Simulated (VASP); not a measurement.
Input of a VASP 6.6.1 run:

Contents of INCAR:

```
SYSTEM = Si2TeS3
PREC = Accurate ; ENCUT = 600
EDIFF = 1E-6 ; ISMEAR = 0
SIGMA = 0.1 ; LREAL = .False.
LASPH = .True. ; NELM = 60
ALGO = Normal ; ISIF = 3
LWAVE = .False. ; LCHARG = .False.
GGA = PE ; IBRION = 2
NSW = 100 ; EDIFFG = -0.01
```

File KPOINTS:

```
Automatic mesh
0
Gamma
  12 12 8
  0 0 0
```

POSCAR

```
Si2TeS3
1.0
    5.2576426545      0.0000000000      0.0000000000
   -2.6288213273      4.5532521028      0.0000000000
    0.0000000000      0.0000000000      4.7917114204
Si Te S
2 1 3
Direct
    0.3333333333      0.6666666667      0.0000000000
    0.6666666667      0.3333333333      0.0000000000
    0.0000000000      0.0000000000      0.0000000000
    0.5000000000      0.0000000000      0.5000000000
    0.0000000000      0.5000000000      0.5000000000
    0.5000000000      0.5000000000      0.5000000000
```

Potentials or basis: VASP PAW PBE potentials, release 64 (Si, Te, S).

Launch:

```bash
$ cat potpaw_PBE.64/Si/POTCAR potpaw_PBE.64/Te/POTCAR potpaw_PBE.64/S/POTCAR > POTCAR
$ mpirun -np 1 vasp_std > vasp.out
```

Problem. What does it give for the space group after relaxing (to 0.1 Å)?

Solution. P6/mmm (No. 191).

Problem. Estimate the band gap on the k mesh.

Solution. Zero (bands 16 and 17 overlap by 1.70 eV).

Problem. Estimate the relaxed cell.

Solution. a = 5.198 Å, b = 5.198 Å, c = 4.899 Å, α = 90.00°, β = 90.00°, γ = 120.00°.

Step by step:
```csv
step,energy change (eV),largest force (eV/Å),pressure (GPa),volume (Å³)
1,0.0000,0.0000,-0.38,114.71
2,-0.0185,0.0000,0.18,113.95
3,-0.0214,0.0000,0.52,113.52
4,-0.0236,0.0000,0.00,114.56
5,-0.0236,0.0000,-0.04,114.64
6,-0.0236,0.0000,-0.05,114.67
7,-0.0237,0.0000,-0.02,114.63
```

Caveat: spin-orbit coupling is left out, which moves the levels of the heavy elements.
